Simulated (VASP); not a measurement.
A run of VASP 6.6.1 is set up as follows.

INCAR

```
PREC     = Accurate       # precision mode
ENCUT    = 520            # plane-wave cutoff, eV
EDIFF    = 1E-6           # SCF threshold, eV
ISMEAR   = 0              # smearing method
SIGMA    = 0.1            # smearing width, eV
LREAL    = F              # projectors in reciprocal space
LASPH    = T              # aspherical terms in the spheres
NELM     = 100            # most SCF steps
ALGO     = Normal         # electronic algorithm
ISIF     = 2              # what is computed and relaxed
LWAVE    = F              # write WAVECAR
LCHARG   = T              # write CHGCAR
GGA      = PE             # functional
LELF     = T              # ELF
LVHAR    = T            
NBANDS   = 16             # bands
```

KPOINTS

```
Automatic mesh
0
Gamma
  16 16 16
```

Contents of POSCAR:

```
InAs
1.0
    0.0000000000      2.8749241415      2.8749241415
    2.8749241415      0.0000000000      2.8749241415
    2.8749241415      2.8749241415      0.0000000000
In As
1 1
Direct
    0.0000000000      0.0000000000      0.0000000000
    0.5000000000      0.5000000000      0.5000000000
```

Potentials or basis: VASP PAW PBE potentials, release 64 (In_d, As).

Launch:

```bash
$ cat potpaw_PBE.64/In_d/POTCAR potpaw_PBE.64/As/POTCAR > POTCAR
$ mpirun -np 1 vasp_std > vasp.out
```

Problem. Predict the band gap on the k mesh.

Solution. Zero (band 9 reaches 6.32 eV, above the bottom of band 10 at 3.72 eV).

Problem. What does it give for the pressure?

Solution. 0.1 GPa.

Caveat: spin-orbit coupling is left out, which moves the levels of the heavy elements.
